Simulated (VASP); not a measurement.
# AlO4 (P6mm) in VASP: notebook

Runs on AlO4. Level: PBE. Tasks: single point, relaxation of cell and atoms.

Everything below comes from runs of VASP 6.6.1. Logs are shortened: lines on timing, memory, paths and dates and some standing lists are left out, and cuts for length are marked.

## Step 1: The cell of the first run

Symmetry: P6mm, No. 183, hexagonal system. Conventional cell: a = 4.078 Å, b = 4.078 Å, c = 4.016 Å, α = 90.00°, β = 90.00°, γ = 120.00°. Al (site symmetry 6mm) has 8 O at 1.90 to 2.11 Å within 2.5 Å. Within 2.7 Å of O (site symmetry 2mm) lie 4 O at 2.04 Å and 2 Al at 2.04 Å. O (site symmetry 6mm) has 2 Al at 1.90 to 2.11 Å within 2.5 Å.

The cell was built from a structure type or drawn by symmetry, and may not be a known phase.

## Step 2: Single point, PBE, collinear spin, ferromagnetic start

File INCAR:

```
SYSTEM = AlO4
PREC = Accurate
ENCUT = 520
EDIFF = 1E-7
ISMEAR = 0
SIGMA = 0.1
LREAL = .FALSE.
LASPH = .TRUE.
NELM = 150
ALGO = Normal
ISIF = 2
LWAVE = .FALSE.
LCHARG = .FALSE.
ISPIN = 2
MAGMOM = 0 1 1 1 1
LORBIT = 11
GGA = PE
NBANDS = 26
```

File KPOINTS:

```
regular mesh
0
G
  6 6 4
  0 0 0
```

File POSCAR:

```
AlO4
1.0
    4.0777183900      0.0000000000      0.0000000000
   -2.0388591900      3.5314077100      0.0000000000
    0.0000000000      0.0000000000      4.0155346700
Al O
1 4
Direct
    0.0000000000      0.0000000000      0.5244418600
    0.5000000000      0.0000000000      0.5635511700
    0.0000000000      0.5000000000      0.5635511700
    0.5000000000      0.5000000000      0.5635511700
    0.0000000000      0.0000000000      0.0505333300
```

Potentials or basis: VASP PAW PBE potentials, release 64 (Al, O).

Run with:

```
cat potpaw_PBE.64/Al/POTCAR potpaw_PBE.64/O/POTCAR > POTCAR
mpirun -np 1 vasp_std > vasp.out
```

OUTCAR:

```text
SYSTEM = AlO4
   PREC = Accurate
   ENCUT = 520
   EDIFF = 1E-7
   ISMEAR = 0
   LREAL = .FALSE.
   LASPH = .TRUE.
   NELM = 150
   ISIF = 2
   ISPIN = 2
   LORBIT = 11
   GGA = PE

 ion  position               nearest neighbor table
   1  0.000  0.000  0.524-   5 1.90   3 2.04   3 2.04   4 2.04   4 2.04   2 2.04   2 2.04   5 2.11

   2  0.500  0.000  0.564-   1 2.04   1 2.04
   3  0.000  0.500  0.564-   1 2.04   1 2.04
   4  0.500  0.500  0.564-   1 2.04   1 2.04
   5  0.000  0.000  0.051-   1 1.90   1 2.11

  LATTYP: Found a hexagonal cell.
 ALAT       =     4.0777183900
 C/A-ratio  =     0.9847503643

  Lattice vectors:

 A1 = (   4.0777183900,   0.0000000000,   0.0000000000)
 A2 = (  -2.0388591900,   3.5314077100,   0.0000000000)
 A3 = (   0.0000000000,   0.0000000000,   4.0155346700)

Analysis of symmetry for initial positions (statically):
=====================================================================
 Subroutine PRICEL returns:
 Original cell was already a primitive cell.

 Routine SETGRP: Setting up the symmetry group for a
 hexagonal supercell.

 Subroutine GETGRP returns: Found 12 space group operations
 (whereof 12 operations were pure point group operations)
 out of a pool of 24 trial point group operations.

The static configuration has the point symmetry C_6v.

Analysis of symmetry for dynamics (positions and initial velocities):
=====================================================================
 Subroutine PRICEL returns:
 Original cell was already a primitive cell.

 Routine SETGRP: Setting up the symmetry group for a
 hexagonal supercell.

 Subroutine GETGRP returns: Found 12 space group operations
 (whereof 12 operations were pure point group operations)
 out of a pool of 24 trial point group operations.

The dynamic configuration has the point symmetry C_6v.

Analysis of structural, dynamic, and magnetic symmetry:
=====================================================================
 Subroutine PRICEL returns:
 Original cell was already a primitive cell.

 Routine SETGRP: Setting up the symmetry group for a
 hexagonal supercell.

 Subroutine GETGRP returns: Found 12 space group operations
 (whereof 12 operations were pure point group operations)
 out of a pool of 24 trial point group operations.

The overall configuration has the point symmetry C_6v.

 Subroutine INISYM returns: Found 12 space group operations
 (whereof 12 operations are pure point group operations),
 and found     1 'primitive' translations

[... 125 lines left out ...]
   LEPSILON=     F    determine dielectric tensor
   LRPA    =     F    only Hartree local field effects (RPA)
 spin polarized calculation
 Gauss-broadening in eV      SIGMA  =   0.10
  energy-cutoff  :      520.00
  volume of cell :       57.82
 maximum number of plane-waves:      1575
   NGX = 15   NGY = 15   NGZ = 15

 number of electron      27.0000012 magnetization       1.6330130

 Free energy of the ion-electron system (eV)
  ---------------------------------------------------
  ext. energy  EPLUGINS =         0.00000000
  ---------------------------------------------------
  free energy    TOTEN  =       -24.60118600 eV

  energy without entropy =      -24.58058796  energy(sigma->0) =      -24.59088698

 E-fermi :   1.0348     XC(G=0):  -9.6347

 val. band max:        1.0341058267   @ k =   0.1667   0.0000   0.0000
 cond. band min:       1.0448500846   @ k =   0.3333   0.0000   0.0000
 fundamental gap:      0.0107442579
 Fermi energy:         1.0348463442

 spin component 1

 k-point     1 :       0.0000    0.0000    0.0000
  band No.  band energies     occupation
      1     -19.2814      1.00000
      2     -16.2436      1.00000
      3     -14.8240      1.00000
      4     -14.8240      1.00000
      5      -5.7925      1.00000
      6      -5.1612      1.00000
[... 577 lines left out ...]
     24      18.6742      0.00000
     25      18.9739      0.00000
 Fermi energy:         1.0348463442

 spin component 2

 k-point     1 :       0.0000    0.0000    0.0000
  band No.  band energies     occupation
      1     -18.9689      1.00000
      2     -14.7049      1.00000
      3     -14.4624      1.00000
      4     -14.4623      1.00000
      5      -5.6270      1.00000
      6      -4.9865      1.00000
[... 577 lines left out ...]
     24      18.9477      0.00000
     25      19.2428      0.00000
 [bands above 25 left out]

------------------------ aborting loop because EDIFF is reached ----------------------------------------

  FORCE on cell =-STRESS in cart. coord.  units (eV):
  Direction    XX          YY          ZZ          XY          YZ          ZX
  --------------------------------------------------------------------------------------
  -------------------------------------------------------------------------------------
  Total       -1.5348232     -1.5348232     -5.5794908     -0.0000000      0.0000000      0.0000000
  in kB      -42.5265817    -42.5265815   -154.5954397     -0.0000001      0.0000000      0.0000000
  external PRESSURE =     -79.8828676 kB  Pullay stress =       0.0000000 kB

 VOLUME and BASIS-vectors are now :
 -----------------------------------------------------------------------------
  energy-cutoff  :      520.00
  volume of cell :       57.82
      direct lattice vectors                 reciprocal lattice vectors
     4.077718390  0.000000000  0.000000000     0.245235179  0.141586597  0.000000000
    -2.038859190  3.531407710  0.000000000     0.000000000  0.283173194  0.000000000
     0.000000000  0.000000000  4.015534670     0.000000000  0.000000000  0.249032839

 POSITION                                       TOTAL-FORCE (eV/Angst)
 -----------------------------------------------------------------------------------
      0.00000      0.00000      2.10591        -0.000000     -0.000000      0.643944
      2.03886      0.00000      2.26296         0.000000     -0.000000     -0.122306
     -1.01943      1.76570      2.26296        -0.000000      0.000000     -0.122306
      1.01943      1.76570      2.26296        -0.000000      0.000000     -0.122306
      0.00000      0.00000      0.20292         0.000000      0.000000     -0.277028
 -----------------------------------------------------------------------------------
    total drift:                                0.000001      0.000001     -0.000472

  FREE ENERGIE OF THE ION-ELECTRON SYSTEM (eV)
  ---------------------------------------------------
  free  energy   TOTEN  =       -24.6011860031 eV

  energy  without entropy=      -24.5805879561  energy(sigma->0) =      -24.59088698

 total charge

# of ion       s       p       d       tot
------------------------------------------
    1        0.259   0.304   0.000   0.563
    2        1.629   3.155   0.000   4.784
    3        1.629   3.155   0.000   4.784
    4        1.629   3.155   0.000   4.784
    5        1.584   3.239   0.000   4.822
--------------------------------------------------
tot          6.728  13.008   0.000  19.736

 magnetization (x)

# of ion       s       p       d       tot
------------------------------------------
    1       -0.006  -0.009   0.000  -0.015
    2        0.002   0.184   0.000   0.186
    3        0.002   0.184   0.000   0.186
    4        0.002   0.184   0.000   0.186
    5        0.012   0.813   0.000   0.825
--------------------------------------------------
tot          0.011   1.357   0.000   1.369
```

OSZICAR:

```text
N       E                     dE             d eps       ncg     rms          rms(c)
DAV:   1     0.109076066106E+03    0.10908E+03   -0.13114E+04  2200   0.929E+02
DAV:   2    -0.195966797728E+02   -0.12867E+03   -0.12345E+03  2744   0.223E+02
DAV:   3    -0.254879969896E+02   -0.58913E+01   -0.58058E+01  2602   0.430E+01
[... 22 lines left out ...]
DAV:  26    -0.246011831165E+02   -0.76183E-05   -0.75865E-06  2208   0.153E-02    0.133E-02
DAV:  27    -0.246011852481E+02   -0.21316E-05   -0.11086E-06  2350   0.820E-03    0.666E-03
DAV:  28    -0.246011858494E+02   -0.60131E-06   -0.86772E-07  2296   0.665E-03    0.294E-03
DAV:  29    -0.246011859507E+02   -0.10123E-06   -0.97136E-08  1428   0.190E-03    0.142E-03
DAV:  30    -0.246011860031E+02   -0.52461E-07   -0.27526E-08  1134   0.776E-04
   1 F= -.24601186E+02 E0= -.24590887E+02  d E =-.205980E-01  mag=     1.6331
```

Run time: 48 s. Hardware: 1 thread of Intel Xeon 6975P-C (Granite Rapids), shared host; peak memory 0.2 GiB.

Results:

| Property | Result |
| --- | --- |
| Free energy | -24.6012 eV |
| Pressure | -8.0 GPa |
| Largest force | 0.644 eV/Å |
| Net moment | 1.63 μB per cell |
| Site moments | Al -0.01; O +0.19, +0.82 (each value once) μB |
| Valence electrons inside the program's atomic spheres | Al 0.56; O 4.78, 4.82 (each value once) |

Forces on the atoms (eV/Å):
```
Al   0.000  0.000  0.644
O    0.000  0.000 -0.122
O    0.000  0.000 -0.122
O    0.000  0.000 -0.122
O    0.000  0.000 -0.277
```

Caveat: the k points lie up to 0.39 Å⁻¹ apart.

## Step 3: Relaxation of cell and atoms, PBE, collinear spin, ferromagnetic start

File INCAR:

```
SYSTEM = AlO4
PREC = Accurate ; ENCUT = 600
EDIFF = 1E-7 ; ISMEAR = 0
SIGMA = 0.1 ; LREAL = .FALSE.
LASPH = .TRUE. ; NELM = 150
ALGO = Normal ; ISIF = 3
LWAVE = .FALSE. ; LCHARG = .FALSE.
ISPIN = 2 ; MAGMOM = 0 1 1 1 1
LORBIT = 11 ; GGA = PE
IBRION = 2 ; NSW = 90
EDIFFG = -0.04
```

File KPOINTS:

```
Automatic mesh
0
G
  6 6 4
  0 0 0
```

POSCAR is that of step 2.

Potentials or basis: VASP PAW PBE potentials, release 64 (Al, O).

Run with:

```
cat potpaw_PBE.64/Al/POTCAR potpaw_PBE.64/O/POTCAR > POTCAR
mpirun -np 1 vasp_std > vasp.out
```

Run time: 4.7 min. Hardware: 1 thread of Intel Xeon 6975P-C (Granite Rapids), shared host; peak memory 0.25 GiB.

The run converged. Its results:

```yaml
Free_energy: -24.8154 eV
Relaxed_volume: 10.32 Å³/atom
Relaxed_cell: a = 4.072 Å, b = 4.072 Å, c = 3.594 Å, α = 90.00°, β = 90.00°, γ = 120.00°
Space_group_after_relaxing_to_0.1_Å: P6/mmm (No. 191)
Energy_gained_by_relaxing: 107.5 meV/atom
Ionic_steps: 13
Pressure_after_relaxing: -0.2 GPa
Largest_force_after_relaxing: 0.024 eV/Å
Net_moment: 0.00 μB per cell
Valence_electrons_inside_the_program's_atomic_spheres: Al 0.65; O 4.77, 4.97 (each value once)
```

Forces on the atoms (eV/Å):
```
Al   0.000  0.000  0.022
O    0.000  0.000  0.001
O    0.000  0.000  0.001
O    0.000  0.000  0.001
O    0.000  0.000 -0.024
```

Stress tensor (GPa, compression positive):
```
-0.28  0.00  0.00
 0.00 -0.28  0.00
 0.00  0.00 -0.09
```

The path:
| step | energy change (eV) | largest force (eV/Å) | pressure (GPa) | volume (Å³) |
| --- | --- | --- | --- | --- |
| 1 | 0.0000 | 0.4740 | -9.63 | 57.82 |
| 2 | -0.4075 | 1.0623 | -0.18 | 52.15 |
| 3 | -0.4443 | 1.1913 | 4.28 | 50.41 |
| 4 | -0.4204 | 2.5874 | 4.24 | 50.37 |
| 5 | -0.5116 | 0.3962 | 3.47 | 50.40 |
| 6 | -0.5271 | 0.3730 | -1.15 | 51.94 |
| 7 | -0.5289 | 0.2674 | -0.08 | 51.56 |
| 8 | -0.5314 | 0.2307 | -0.44 | 51.69 |
| 9 | -0.5316 | 0.3012 | -0.54 | 51.72 |
| 10 | -0.5334 | 0.2504 | -0.49 | 51.71 |
| 11 | -0.5369 | 0.0982 | -0.34 | 51.65 |
| 12 | -0.5357 | 0.2115 | -0.02 | 51.54 |
| 13 | -0.5377 | 0.0242 | -0.21 | 51.61 |

Final structure:
```
Al O
1.0
     4.07220    0.00000    0.00000
    -2.03610    3.52663    0.00000
     0.00000    0.00000    3.59366
Al O
1 4
Direct
  0.00000 0.00000 0.55301
  0.50000 0.00000 0.55312
  0.00000 0.50000 0.55312
  0.50000 0.50000 0.55312
  0.00000 0.00000 0.05325
```

Levels at points of the mesh, in eV from the Fermi level:
Spin up:
| k point | band 9 | band 10 | band 11 | band 12 | band 13 | band 14 | band 15 | band 16 | band 17 | band 18 |
| --- | --- | --- | --- | --- | --- | --- | --- | --- | --- | --- |
| (0.00, 0.00, 0.00) | -1.51 | -0.33 | -0.33 | -0.21 | -0.21 | 0.91 | 2.54 | 2.54 | 6.81 | 9.62 |
| (0.50, 0.00, 0.00) | -2.29 | -2.14 | -1.32 | -1.11 | -0.87 | -0.32 | -0.23 | 2.25 | 10.28 | 12.07 |
| (0.00, 0.00, 0.50) | -3.54 | -1.04 | -1.04 | -0.50 | -0.50 | 0.92 | 2.51 | 2.51 | 9.50 | 12.06 |
| (0.50, 0.00, 0.50) | -2.10 | -1.87 | -1.73 | -1.65 | -1.27 | 0.26 | 0.40 | 2.25 | 11.70 | 12.77 |
Spin down:
```csv
k point,band 11,band 12,band 13,band 14,band 15,band 16
"(0.00, 0.00, 0.00)",-0.33,-0.21,-0.21,0.91,2.54,2.54
"(0.50, 0.00, 0.00)",-1.32,-1.11,-0.87,-0.32,-0.23,2.25
"(0.00, 0.00, 0.50)",-1.04,-0.50,-0.50,0.92,2.51,2.51
"(0.50, 0.00, 0.50)",-1.74,-1.65,-1.27,0.26,0.40,2.25
```

Caveat: the k points lie up to 0.44 Å⁻¹ apart in the final cell.
